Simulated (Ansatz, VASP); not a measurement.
# InO: VASP beside Ansatz

```xyz
4
Lattice="3.1644 0.0000 0.0000 -1.5822 2.7405 0.0000 0.0000 0.0000 18.9118" Properties=species:S:1:pos:R:3 pbc="T T T"
In    1.5822    0.9135   11.1584
In    1.5822    0.9135    7.7535
O     0.0000    0.0000   12.1011
O     0.0000    0.0000    6.8108
```

Alike in both runs: task single point; functional PBEsol; dispersion D3(BJ); k mesh 12 × 12 × 4; occupations gaussian, width 0.03 eV; no spin polarisation.

|  | VASP | Ansatz |
| --- | --- | --- |
| version | VASP 6.6.1 | Ansatz 0.2.0 |
| potentials or method | VASP PAW PBE potentials, release 64 (In_d, O), cutoff 520 eV | scalar-relativistic, plane waves, PAW |
| valence electrons in the cell | 38 | 38 |

```csv
,VASP,Ansatz,Ansatz less VASP
gap on the k mesh at the Fermi level (eV),none,none,-
rms of the force components (eV/Å),0.497,0.468,-0.0287
```

VASP's potentials were made for PBE, not for PBEsol. Atom by atom the forces differ by 0.035 eV/Å (rms over components). A gap of «none» marks a metal or a gap that the smearing closes.
